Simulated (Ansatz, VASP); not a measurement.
**Two plane-wave programs on Bi**

```
CELL_PARAMETERS angstrom
-1.70230 1.70230 2.66546
1.70230 -1.70230 2.66546
1.70230 1.70230 -2.66546
ATOMIC_POSITIONS crystal
Bi 0.00000 0.00000 0.00000
```

Alike in both runs: task single point; functional PBE; dispersion D3(BJ); k mesh 18 × 18 × 18; occupations gaussian, width 0.15 eV; no spin polarisation.

|  | VASP | Ansatz |
| --- | --- | --- |
| version | VASP 6.6.1 | Ansatz 0.2.0 |
| potentials or method | VASP PAW PBE potentials, release 64 (Bi_d), cutoff 520 eV | scalar-relativistic, plane waves, PAW |
| valence electrons in the cell | 15 | 15 |

```tsv
	VASP	Ansatz	Ansatz less VASP
gap on the k mesh at the Fermi level (eV)	none	none	-
pressure (GPa)	-1.0	-0.9	+0.06
traceless stress, the component that is largest in VASP (GPa)	0.27	0.27	+0.001
```

A gap of «none» marks a metal or a gap that the smearing closes.

Spin-orbit coupling is off throughout.
